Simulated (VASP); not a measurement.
**Os: single point with r2SCAN**

The system is Os.

```xyz
1
Lattice="0.0000 1.9158 1.9158 1.9158 0.0000 1.9158 1.9158 1.9158 0.0000" Properties=species:S:1:pos:R:3 pbc="T T T"
Os    0.0000    0.0000    0.0000
```

This cell differs from its parent crystal: strain -0.015 along x and y, -0.015 along z.

```json
{
  "Program": "VASP 6.6.1",
  "Task": "single point",
  "Functional": "r2SCAN",
  "Potentials or basis": "VASP PAW PBE potentials, release 64 (Os_sv_GW)",
  "Cutoff": "620 eV",
  "k mesh": "20 × 20 × 20",
  "Occupations": "gaussian, width 0.15 eV",
  "Spin": "no spin polarisation",
  "Dipole correction": "no",
  "Further INCAR settings": "ALGO = Normal; EDIFF = 1e-06; NBANDS = 14"
}
```

| Item | Value |
| --- | --- |
| Pressure | -0.5 GPa |
| Band gap on the k mesh | zero (bands 8 and 9 overlap by 4.07 eV) |

Levels at points of the mesh, in eV from the Fermi level:
```csv
k point,band 5,band 6,band 7,band 8,band 9,band 10,band 11,band 12
"(0.00, 0.00, 0.00)",-11.28,-3.10,-3.10,-3.10,0.02,0.02,13.90,19.99
"(0.50, 0.00, 0.00)",-8.02,-3.29,-3.29,-0.31,2.53,2.53,9.42,13.63
"(0.50, 0.50, 0.00)",-7.91,-7.17,2.31,2.46,3.26,3.26,12.48,12.48
```

Run time: 3 min on 1 thread of AMD EPYC 9R45 96-Core Processor (Zen 5), with other jobs on the host, peak memory 0.18 GiB.

Caveat: the cell differs from its parent crystal (strain -0.015 along x and y, -0.015 along z); the PAW data sets were made with another functional, which shifts forces and pressure a little; spin-orbit coupling is left out, which moves the levels of the heavy elements.
